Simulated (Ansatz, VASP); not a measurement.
# Two plane-wave programs on Lu4H4Rh

```
Lu H Rh
1.0
     0.00000    0.00000    4.84929
     3.73630   -3.73630    2.42464
     3.73630    3.73630   -2.42464
Lu H Rh
4 4 1
Direct
  0.21100 0.18400 0.60600
  0.39500 0.39400 0.18400
  0.78900 0.81600 0.39400
  0.60500 0.60600 0.81600
  0.29200 0.77400 0.35800
  0.06600 0.64200 0.77400
  0.70800 0.22600 0.64200
  0.93400 0.35800 0.22600
  0.00000 0.00000 0.00000
```

Alike in both runs: task single point; functional r2SCAN; k mesh 5 × 5 × 5; no spin polarisation.

|  | VASP | Ansatz |
| --- | --- | --- |
| version | VASP 6.6.1 | Ansatz 0.2.0 |
| potentials or method | VASP PAW PBE potentials, release 64 (Lu, H, Rh_pv), cutoff 520 eV | PAW plane waves |
| occupations | fermi-dirac, width 0.1 eV | fermi-dirac |
| valence electrons in the cell | 119 | 121 |

Ansatz gave:

| Quantity | Value |
| --- | --- |
| gap on the k mesh at the Fermi level (eV) | none |
| pressure (GPa) | -8.3 |
| traceless stress, the component that is largest in VASP (GPa) | -1.40 |
| rms of the force components (eV/Å) | 0.360 |

Question: Estimate VASP's values.

Answer: gap on the k mesh at the Fermi level (eV): none; pressure (GPa): -8.0; traceless stress, the component that is largest in VASP (GPa): -1.39; rms of the force components (eV/Å): 0.361.

VASP's potentials were made for PBE, not for r2SCAN. Atom by atom the forces differ by 0.004 eV/Å (rms over components). A gap of «none» marks a metal or a gap that the smearing closes. VASP's potentials hold 119 valence electrons a cell and Ansatz's 121, so a difference there can come from the potentials and not from the codes. Ansatz's warnings: stress scf threshold loose.

Neither program's run includes spin-orbit coupling.
